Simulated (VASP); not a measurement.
**AlPt: single point with r2SCAN**

The system is AlPt.

```
CELL_PARAMETERS angstrom
4.87841 0.00000 0.00000
0.00000 4.87841 0.00000
0.00000 0.00000 4.87841
ATOMIC_POSITIONS crystal
Al 0.84413 0.84413 0.84413
Al 0.65587 0.15587 0.34413
Al 0.34413 0.65587 0.15587
Al 0.15587 0.34413 0.65587
Pt 0.15484 0.15484 0.15484
Pt 0.34516 0.84516 0.65484
Pt 0.65484 0.34516 0.84516
Pt 0.84516 0.65484 0.34516
```

| Property | Result |
| --- | --- |
| Program | VASP 6.6.1 |
| Task | single point |
| Functional | r2SCAN |
| Potentials or basis | VASP PAW PBE potentials, release 64 (Al, Pt) |
| Cutoff | 520 eV |
| k mesh | 8 × 8 × 8 |
| Occupations | gaussian, width 0.1 eV |
| Spin | no spin polarisation |
| Dipole correction | no |
| Further INCAR settings | ALGO = Normal; EDIFF = 1e-06; NBANDS = 36 |

- Pressure: -0.1 GPa
- Largest force: 0.011 eV/Å
- Band gap on the k mesh: zero (band 26 reaches 10.74 eV, above the bottom of band 27 at 9.54 eV)

Forces in eV/Å, atoms in the order of the input:
```
Al   0.003  0.003  0.003
Al  -0.003 -0.003  0.003
Al   0.003 -0.003 -0.003
Al  -0.003  0.003 -0.003
Pt   0.006  0.006  0.006
Pt  -0.006 -0.006  0.006
Pt   0.006 -0.006 -0.006
Pt  -0.006  0.006 -0.006
```

Levels at points of the mesh, in eV from the Fermi level:
```
           k point  band 24  band 25  band 26  band 27  band 28  band 29
(0.00, 0.00, 0.00)    -1.84    -0.21    -0.21    -0.21     4.54     4.54
(0.50, 0.00, 0.00)    -1.57    -0.71    -0.71     1.32     1.32     2.96
(0.50, 0.50, 0.00)    -2.31     0.37     0.37     1.43     1.43     3.03
(0.50, 0.50, 0.50)    -2.60    -0.83    -0.83    -0.83    -0.83     7.11
```

Run time: 6.3 min on 1 thread of Intel(R) Xeon(R) Platinum 8259CL CPU @ 2.50GHz (Skylake/Cascade Lake), on a shared host, peak memory 0.31 GiB.

Caveat: the PAW data sets were made with another functional, which shifts forces and pressure a little; spin-orbit coupling is left out, which moves the levels of the heavy elements.
